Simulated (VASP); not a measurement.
## Al2O3 (Al2O3 (R-3c)): single point with PBE

Crystal: Al2O3 (Al2O3 (R-3c)).

```
Al O
1.0
     2.40394    1.38792    4.37421
    -2.40394    1.38792    4.37421
     0.00000   -2.77583    4.37421
Al O
4 6
Cartesian
  0.0000 0.0000 8.5024
  0.0000 0.0000 11.1815
  0.0000 0.0000 1.9411
  0.0000 0.0000 4.6202
  0.9311 -1.3879 5.4678
  1.6675 0.1124 7.6549
  -1.6675 -0.1124 5.4678
  0.7364 1.5003 5.4678
  -0.7364 -1.5003 7.6549
  -0.9311 1.3879 7.6549
```

* Program: VASP 6.6.1
* Task: single point
* Functional: PBE
* Potentials or basis: VASP PAW PBE potentials, release 64 (Al, O)
* Cutoff: 520 eV
* k mesh: 4 × 4 × 4, shifted
* Occupations: fermi-dirac, width 0.01 eV
* Spin: no spin polarisation
* Dipole correction: no
* Further INCAR settings: ALGO = Normal; EDIFF = 1e-07; NBANDS = 35

The pressure is -0.1 GPa, the largest force is 0.016 eV/Å and the band gap on the k mesh is 6.19 eV, direct.

Forces on the atoms (eV/Å):
```
Al   0.000  0.000 -0.015
Al   0.000  0.000  0.015
Al   0.000  0.000 -0.015
Al   0.000  0.000  0.015
O    0.016  0.000  0.000
O    0.008  0.014  0.000
O   -0.008 -0.014  0.000
O   -0.008  0.014  0.000
O    0.008 -0.014  0.000
O   -0.016  0.000  0.000
```

Levels at points of the mesh, in eV from the valence-band top:
```tsv
k point	band 22	band 23	band 24	band 25	band 26	band 27
(0.12, 0.12, 0.12)	-0.29	0.00	0.00	6.19	8.97	10.36
```

It took 67 s on 1 thread of AMD EPYC 7R43 64-Core Processor (Zen 3), on a shared host, peak memory 0.19 GiB.

A k mesh can miss the band edges. As with any semilocal functional, this PBE gap is likely too small.
